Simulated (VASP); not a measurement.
ZnO: single point with r2SCAN

The system is ZnO.

```
Zn O
1.0
     3.23520    0.00000    0.00000
    -1.61760    2.80176    0.00000
     0.00000    0.00000    5.21142
Zn O
2 2
Direct
  0.33333 0.66667 0.49969
  0.66667 0.33333 0.99969
  0.66667 0.33333 0.37932
  0.33333 0.66667 0.87932
```

- Program: VASP 6.6.1
- Task: single point
- Functional: r2SCAN
- Potentials or basis: VASP PAW PBE potentials, release 64 (Zn, O_h)
- Cutoff: 1480 eV
- k mesh: 8 × 8 × 4
- Occupations: gaussian, width 0.01 eV
- Spin: no spin polarisation

The pressure is 1.0 GPa and the band gap on the k mesh is 1.24 eV.

Levels at points of the mesh, in eV from the valence-band top:
| k point | band 15 | band 16 | band 17 | band 18 | band 19 | band 20 | band 21 | band 22 |
| --- | --- | --- | --- | --- | --- | --- | --- | --- |
| (0.00, 0.00, 0.00) | -0.82 | -0.09 | 0.00 | 0.00 | 1.24 | 5.88 | 8.83 | 13.74 |
| (0.50, 0.00, 0.00) | -2.87 | -2.33 | -1.31 | -0.87 | 6.44 | 7.36 | 8.09 | 9.33 |
| (0.00, 0.00, 0.50) | -0.40 | -0.40 | -0.40 | -0.40 | 3.94 | 3.94 | 10.83 | 10.83 |
| (0.50, 0.00, 0.50) | -1.55 | -1.55 | -1.41 | -1.41 | 6.26 | 6.26 | 9.18 | 9.18 |

It took 16 min on 1 thread of Intel(R) Xeon(R) Platinum 8259CL CPU @ 2.50GHz (Skylake/Cascade Lake), with other jobs on the host, peak memory 0.47 GiB.

Caveat: the PAW data sets were made with another functional, which shifts forces and pressure a little. r2SCAN opens gaps a little over a GGA but as a rule still falls short of measured ones.
